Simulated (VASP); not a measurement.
# SiC (P6_3mc) in VASP: single point with PBE

Aim: the single point of SiC with PBE.

All numbers are computed with VASP 6.6.1; they aren't measurements. Logs are shortened: lines on timing, memory, paths and dates and some standing lists are left out, and cuts for length are marked.

### Step 1. The cell of the first run

The structure is hexagonal, space group P6_3mc (No. 186). Conventional cell: a = 3.081 Å, b = 3.081 Å, c = 15.125 Å, α = 90.00°, β = 90.00°, γ = 120.00°. Within 2.5 Å of Si (site symmetry 3m) lie 4 C at 1.89 to 1.90 Å. Si (site symmetry 3m) has 4 C at 1.89 Å within 2.5 Å. Within 2.5 Å of Si (site symmetry 3m) lie 4 C at 1.89 Å. Within 2.5 Å of C (site symmetry 3m) lie 4 Si at 1.89 Å. C (site symmetry 3m) has 4 Si at 1.89 Å within 2.5 Å. C (site symmetry 3m) has 4 Si at 1.89 to 1.90 Å within 2.5 Å.

### Step 2. Single point, PBE

The input, INCAR:

```
SYSTEM = SiC
PREC     = Accurate       ! precision mode
ENCUT    = 520            ! plane-wave cutoff, eV
EDIFF    = 1E-7           ! SCF threshold, eV
ISMEAR   = -1             ! smearing method
SIGMA    = 0.02           ! smearing width, eV
LREAL    = .FALSE.        ! projectors in reciprocal space
LASPH    = .TRUE.         ! aspherical terms in the spheres
NELM     = 100            ! most SCF steps
ALGO     = Normal         ! electronic algorithm
ISIF     = 2              ! what is computed and relaxed
LWAVE    = .FALSE.        ! write WAVECAR
LCHARG   = .FALSE.        ! write CHGCAR
GGA      = PE             ! functional
NBANDS   = 36             ! bands
```

The input, KPOINTS:

```
regular mesh
0
G
  10 10 2
  0 0 0
```

The input, POSCAR:

```
SiC
1.0
    3.0810000000      0.0000000000      0.0000000000
   -1.5405000000      2.6682242691      0.0000000000
    0.0000000000      0.0000000000     15.1248000000
Si C
6 6
Direct
    0.0000000000      0.0000000000     -0.0002924567
    0.0000000000      0.0000000000      0.4997075433
    0.3333333333      0.6666666667      0.1665157552
    0.6666666667      0.3333333333      0.6665157552
    0.6666666667      0.3333333333      0.3329959359
    0.3333333333      0.6666666667      0.8329959359
    0.3333333333      0.6666666667      0.0414983226
    0.6666666667      0.3333333333      0.5414983226
    0.6666666667      0.3333333333      0.2080157494
    0.3333333333      0.6666666667      0.7080157494
    0.0000000000      0.0000000000      0.3743666936
    0.0000000000      0.0000000000      0.8743666936
```

Potentials or basis: VASP PAW PBE potentials, release 64 (Si, C).

The run is started by

```console
$ cat potpaw_PBE.64/Si/POTCAR potpaw_PBE.64/C/POTCAR > POTCAR
$ mpirun -np 1 vasp_std > vasp.out
```

OUTCAR:

```text
SYSTEM = SiC
   PREC = Accurate
   ENCUT = 520
   EDIFF = 1E-7
   ISMEAR = -1
   LREAL = .FALSE.
   LASPH = .TRUE.
   NELM = 100
   ISIF = 2
   GGA = PE

 ion  position               nearest neighbor table
   1  0.000  0.000  1.000-   7 1.89   7 1.89   7 1.89  12 1.90   6 3.09   6 3.09   6 3.09   3 3.09
                             3 3.09   3 3.09
   2  0.000  0.000  0.500-   8 1.89   8 1.89   8 1.89  11 1.90   5 3.09   5 3.09   5 3.09   4 3.09
                             4 3.09   4 3.09
   3  0.333  0.667  0.167-   9 1.89   9 1.89   9 1.89   7 1.89   5 3.08   5 3.08   5 3.08   1 3.09
                             1 3.09   1 3.09
   4  0.667  0.333  0.667-  10 1.89  10 1.89  10 1.89   8 1.89   6 3.08   6 3.08   6 3.08   2 3.09
                             2 3.09   2 3.09
   5  0.667  0.333  0.333-  11 1.89  11 1.89  11 1.89   9 1.89   3 3.08   3 3.08   3 3.08   2 3.09
                             2 3.09   2 3.09
   6  0.333  0.667  0.833-  12 1.89  12 1.89  12 1.89  10 1.89   4 3.08   4 3.08   4 3.08   1 3.09
                             1 3.09   1 3.09
   7  0.333  0.667  0.041-   1 1.89   1 1.89   1 1.89   3 1.89
   8  0.667  0.333  0.541-   2 1.89   2 1.89   2 1.89   4 1.89
   9  0.667  0.333  0.208-   3 1.89   3 1.89   3 1.89   5 1.89
  10  0.333  0.667  0.708-   4 1.89   4 1.89   4 1.89   6 1.89
  11  0.000  0.000  0.374-   5 1.89   5 1.89   5 1.89   2 1.90
  12  0.000  0.000  0.874-   6 1.89   6 1.89   6 1.89   1 1.90

  LATTYP: Found a hexagonal cell.
 ALAT       =     3.0810000000
 C/A-ratio  =     4.9090555015

  Lattice vectors:

 A1 = (   3.0810000000,   0.0000000000,   0.0000000000)
 A2 = (  -1.5405000000,   2.6682242691,   0.0000000000)
 A3 = (   0.0000000000,   0.0000000000,  15.1248000000)

Analysis of symmetry for initial positions (statically):
=====================================================================
 Subroutine PRICEL returns:
 Original cell was already a primitive cell.

 Routine SETGRP: Setting up the symmetry group for a
 hexagonal supercell.

 Subroutine GETGRP returns: Found 12 space group operations
 (whereof  6 operations were pure point group operations)
 out of a pool of 24 trial point group operations.

The static configuration has the point symmetry C_3v.
 The point group associated with its full space group is C_6v.

Analysis of symmetry for dynamics (positions and initial velocities):
=====================================================================
 Subroutine PRICEL returns:
 Original cell was already a primitive cell.

 Routine SETGRP: Setting up the symmetry group for a
 hexagonal supercell.

 Subroutine GETGRP returns: Found 12 space group operations
 (whereof  6 operations were pure point group operations)
 out of a pool of 24 trial point group operations.

The dynamic configuration has the point symmetry C_3v.
 The point group associated with its full space group is C_6v.

 Subroutine INISYM returns: Found 12 space group operations
 (whereof  6 operations are pure point group operations),
 and found     1 'primitive' translations

----------------------------------------------------------------------------------------

                                     Primitive cell

  volume of cell :     124.3379

  direct lattice vectors                    reciprocal lattice vectors
     3.081000000  0.000000000  0.000000000     0.324569945  0.187390545  0.000000000
    -1.540500000  2.668224269  0.000000000     0.000000000  0.374781090  0.000000000
     0.000000000  0.000000000 15.124800000     0.000000000  0.000000000  0.066116577

  length of vectors
     3.081000000  3.081000000 15.124800000     0.374781090  0.374781090  0.066116577

  position of ions in fractional coordinates (direct lattice)
     0.000000000  0.000000000  0.999707543
     0.000000000  0.000000000  0.499707543
     0.333333333  0.666666667  0.166515755
     0.666666667  0.333333333  0.666515755
     0.666666667  0.333333333  0.332995936
     0.333333333  0.666666667  0.832995936
     0.333333333  0.666666667  0.041498323
     0.666666667  0.333333333  0.541498323
     0.666666667  0.333333333  0.208015749
     0.333333333  0.666666667  0.708015749
     0.000000000  0.000000000  0.374366694
     0.000000000  0.000000000  0.874366694

  ion indices of the primitive-cell ions
   primitive index   ion index
                 1           1
                 2           2
                 3           3
                 4           4
                 5           5
                 6           6
                 7           7
                 8           8
                 9           9
                10          10
                11          11
                12          12

----------------------------------------------------------------------------------------

 KPOINTS: regular mesh

Automatic generation of k-mesh.
 Grid dimensions read from file:
 generate k-points for:   10   10    2

 Generating k-lattice:

  Cartesian coordinates                     Fractional coordinates (reciprocal lattice)
     0.032456994  0.018739055  0.000000000     0.100000000  0.000000000  0.000000000
     0.000000000  0.037478109  0.000000000     0.000000000  0.100000000  0.000000000
     0.000000000  0.000000000  0.033058288     0.000000000  0.000000000  0.500000000

  Length of vectors
     0.037478109  0.037478109  0.033058288

  Shift w.r.t. Gamma in fractional coordinates (k-lattice)
     0.000000000  0.000000000  0.000000000

 Subroutine IBZKPT returns following result:
 ===========================================

 Found     28 irreducible k-points:

 Following reciprocal coordinates:
            Coordinates               Weight
  0.000000  0.000000  0.000000      1.000000
  0.100000  0.000000  0.000000      6.000000
  0.200000  0.000000  0.000000      6.000000
  0.300000  0.000000  0.000000      6.000000
  0.400000  0.000000  0.000000      6.000000
  0.500000  0.000000  0.000000      3.000000
[... 16 lines left out ...]
  0.300000  0.100000  0.500000     12.000000
  0.400000  0.100000  0.500000     12.000000
 [... further k-points ...]
   k-points           NKPTS =     28   k-points in BZ     NKDIM =     28   number of bands    NBANDS=     36
   number of dos      NEDOS =    301   number of ions     NIONS =     12
   total plane-waves  NPLWV =  64512
   dimension x,y,z NGX =    24 NGY =   24 NGZ =  112
   dimension x,y,z NGXF=    48 NGYF=   48 NGZF=  224
   ions per type =               6   6
   NGX,Y,Z   is equivalent  to a cutoff of  12.95, 12.95, 12.31 a.u.
   NGXF,Y,Z  is equivalent  to a cutoff of  25.90, 25.90, 24.62 a.u.
 SYSTEM =  SiC
   PREC   = accura    normal or accurate (medium, high low for compatibility)
   ISTART =      0    job   : 0-new  1-cont  2-samecut
   ICHARG =      2    charge: 1-file 2-atom 10-const
   ISPIN  =      1    spin polarized calculation?
   LNONCOLLINEAR =      F non collinear calculations
   LSORBIT =      F    spin-orbit coupling
   LASPH  =      T    aspherical Exc in radial PAW
   ENCUT  =  520.0 eV  38.22 Ry    6.18 a.u.   5.73  5.73 28.12*2*pi/ulx,y,z
   NELM   =    100;   NELMIN=  2; NELMDL= -5     # of ELM steps
   EDIFF  = 0.1E-06   stopping-criterion for ELM
   LREAL  =      F    real-space projection
   EDIFFG = 0.1E-05   stopping-criterion for IOM
   NSW    =      0    number of steps for IOM
   IBRION =     -1    ionic relax: 0-MD 1-quasi-New 2-CG
   NFREE  =      0    steps in history (QN), initial steepest desc. (CG)
   ISIF   =      2    stress and relaxation
   ISYM   =      2    0-nonsym 1-usesym 2-fastsym
   POTIM  = 0.5000    time-step for ionic-motion
   TEBEG  =    0.0;   TEEND  =   0.0 temperature during run
   PSTRESS=    0.0 pullay stress
   NELECT =      48.0000    total number of electrons
   NUPDOWN=      -1.0000    fix difference up-down
   EMIN   =  10.00;   EMAX   =-10.00  energy-range for DOS
   EFERMI =   0.00;   METHOD = LEGACY
   ISMEAR =    -1;   SIGMA  =   0.02  broadening in eV -4-tet -1-fermi 0-gaus
   EFERMI_NEDOS =   21; number of points for ismear=-14 and -15
   IALGO  =     38    algorithm
   IMIX   =      4    mixing-type and parameters
     AMIX     =   0.40;   BMIX     =  1.00
     AMIX_MAG =   1.60;   BMIX_MAG =  1.00
  volume/ion in A,a.u.               =      10.36        69.92
  Fermi-wavevector in a.u.,A,eV,Ry     =   1.192030  2.252611 19.333016  1.420937
  Thomas-Fermi vector in A             =   2.328078
   LORBIT       =      0    0 simple, 1 ext, 2 COOP (PROOUT), +10 PAW based schemes
   GGA     = PE    functional components
   LHFCALC =     F    Hartree Fock is set to
   AEXX    =    0.0000 exact exchange contribution
   IVDW    =     0    specifies the selected vdW correction
   LEPSILON=     F    determine dielectric tensor
   LRPA    =     F    only Hartree local field effects (RPA)
 non-spin polarized calculation
  energy-cutoff  :      520.00
  volume of cell :      124.34
 maximum number of plane-waves:      3365
 NGX is ok and might be reduce to    24
   NGX = 11   NGY = 11   NGZ = 57

 number of electron      47.9999999 magnetization

 Free energy of the ion-electron system (eV)
  ---------------------------------------------------
  ext. energy  EPLUGINS =         0.00000000
  ---------------------------------------------------
  free energy    TOTEN  =       -90.35880298 eV

  energy without entropy =      -90.35880298  energy(sigma->0) =      -90.35880298

 E-fermi :   8.5710     XC(G=0): -11.3479

 val. band max:        8.1367181263   @ k =   0.0000   0.0000   0.0000
 cond. band min:      10.1613924994   @ k =   0.5000   0.0000   0.0000
 fundamental gap:      2.0246743731
 Fermi energy:         8.5709997116

 k-point     1 :       0.0000    0.0000    0.0000
  band No.  band energies     occupation
      1      -7.3084      2.00000
      2      -6.7872      2.00000
      3      -6.7531      2.00000
      4      -5.2618      2.00000
      5      -5.2325      2.00000
      6      -3.7516      2.00000
[... 28 lines left out ...]
     35      15.4813      0.00000
     36      15.5781      0.00000
[... 866 lines left out ...]
      6      -2.4268      2.00000
[... 28 lines left out ...]
     35      15.6614      0.00000
     36      15.6614      0.00000

 [... further k-points ...]
[... 5 lines left out ...]
  --------------------------------------------------------------------------------------
  -------------------------------------------------------------------------------------
  Total        2.2587233      2.2587233      2.0411468      0.0000000      0.0000000      0.0000000
  in kB       29.1051568     29.1051568     26.3015387      0.0000000      0.0000000      0.0000000
  external PRESSURE =      28.1706174 kB  Pullay stress =       0.0000000 kB

 VOLUME and BASIS-vectors are now :
 -----------------------------------------------------------------------------
  energy-cutoff  :      520.00
  volume of cell :      124.34
      direct lattice vectors                 reciprocal lattice vectors
     3.081000000  0.000000000  0.000000000     0.324569945  0.187390545  0.000000000
    -1.540500000  2.668224269  0.000000000     0.000000000  0.374781090  0.000000000
     0.000000000  0.000000000 15.124800000     0.000000000  0.000000000  0.066116577

 POSITION                                       TOTAL-FORCE (eV/Angst)
 -----------------------------------------------------------------------------------
      0.00000      0.00000     15.12038        -0.000000     -0.000000     -0.001886
      0.00000      0.00000      7.55798         0.000000     -0.000000     -0.001886
     -0.00000      1.77882      2.51852         0.000000     -0.000000     -0.011166
      1.54050      0.88941     10.08092        -0.000000      0.000000     -0.011166
      1.54050      0.88941      5.03650        -0.000000      0.000000     -0.003294
     -0.00000      1.77882     12.59890         0.000000     -0.000000     -0.003294
     -0.00000      1.77882      0.62765         0.000000      0.000000      0.010315
      1.54050      0.88941      8.19005        -0.000000     -0.000000      0.010315
      1.54050      0.88941      3.14620         0.000000     -0.000000      0.000151
     -0.00000      1.77882     10.70860        -0.000000     -0.000000      0.000151
      0.00000      0.00000      5.66222        -0.000000      0.000000      0.005879
      0.00000      0.00000     13.22462        -0.000000     -0.000000      0.005879
 -----------------------------------------------------------------------------------
    total drift:                               -0.000000     -0.000000      0.000277

  FREE ENERGIE OF THE ION-ELECTRON SYSTEM (eV)
  ---------------------------------------------------
  free  energy   TOTEN  =       -90.3588029843 eV

  energy  without entropy=      -90.3588029843  energy(sigma->0) =      -90.35880298
```

Run time: 78 s. Hardware: 1 thread of Intel Xeon Platinum 8488C (Sapphire Rapids), shared host; peak memory 0.28 GiB.

What came out:

* Free energy: -90.3588 eV
* Pressure: 2.8 GPa
* Largest force: 0.011 eV/Å
* Band gap on the k mesh: 2.02 eV (least direct gap 3.12 eV)

Forces on the atoms (eV/Å):
```
Si   0.000  0.000 -0.002
Si   0.000  0.000 -0.002
Si   0.000  0.000 -0.011
Si   0.000  0.000 -0.011
Si   0.000  0.000 -0.003
Si   0.000  0.000 -0.003
C    0.000  0.000  0.010
C    0.000  0.000  0.010
C    0.000  0.000  0.000
C    0.000  0.000  0.000
C    0.000  0.000  0.006
C    0.000  0.000  0.006
```

Stress tensor (GPa, compression positive):
```
2.91 0.00 0.00
0.00 2.91 0.00
0.00 0.00 2.63
```

Levels at points of the mesh, in eV from the valence-band top:
| k point | band 20 | band 21 | band 22 | band 23 | band 24 | band 25 | band 26 | band 27 | band 28 | band 29 |
| --- | --- | --- | --- | --- | --- | --- | --- | --- | --- | --- |
| (0.00, 0.00, 0.00) | -0.30 | -0.30 | -0.04 | 0.00 | 0.00 | 5.17 | 5.34 | 5.75 | 6.26 | 6.28 |
| (0.50, 0.00, 0.00) | -2.26 | -1.81 | -1.78 | -1.66 | -1.10 | 2.02 | 2.22 | 3.21 | 3.89 | 4.59 |
| (0.00, 0.00, 0.50) | -0.64 | -0.10 | -0.10 | -0.10 | -0.10 | 5.24 | 5.24 | 5.98 | 5.98 | 6.65 |
| (0.50, 0.00, 0.50) | -2.35 | -1.71 | -1.71 | -1.31 | -1.31 | 2.07 | 2.07 | 3.43 | 3.43 | 4.81 |

A k mesh can miss the band edges.
